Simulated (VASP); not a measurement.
Here is a VASP 6.6.1 calculation.

File INCAR:

```
SYSTEM = Ir
PREC = Accurate
ENCUT = 520
EDIFF = 1E-6
ISMEAR = 0
SIGMA = 0.15
LREAL = .FALSE.
LASPH = .TRUE.
NELM = 80
ALGO = Normal
ISIF = 2
LWAVE = .FALSE.
LCHARG = .FALSE.
GGA = PE
NBANDS = 16
```

KPOINTS

```
Automatic mesh
0
G
  18 18 10
  0 0 0
```

The input POSCAR:

```
Ir
1.0
    2.7753000000      0.0000000000      0.0000000000
   -1.3876500000      2.4034803031      0.0000000000
    0.0000000000      0.0000000000      4.8092000000
Ir
2
Direct
    0.6666666667      0.3333333333      0.7500000000
    0.3333333333      0.6666666667      0.2500000000
```

Potentials or basis: VASP PAW PBE potentials, release 64 (Ir).

The run is started by

```sh
$ cat potpaw_PBE.64/Ir/POTCAR > POTCAR
$ mpirun -np 1 vasp_std > vasp.out
```

Predict the pressure.

-24.3 GPa.

What does it give for the band gap on the k mesh?

Zero (band 9 reaches 9.50 eV, above the bottom of band 10 at 6.50 eV).

Stress tensor (GPa, compression positive):
```
-19.49   0.00   0.00
  0.00 -19.49   0.00
  0.00   0.00 -34.04
```

Caveat: spin-orbit coupling is left out, which moves the levels of the heavy elements.
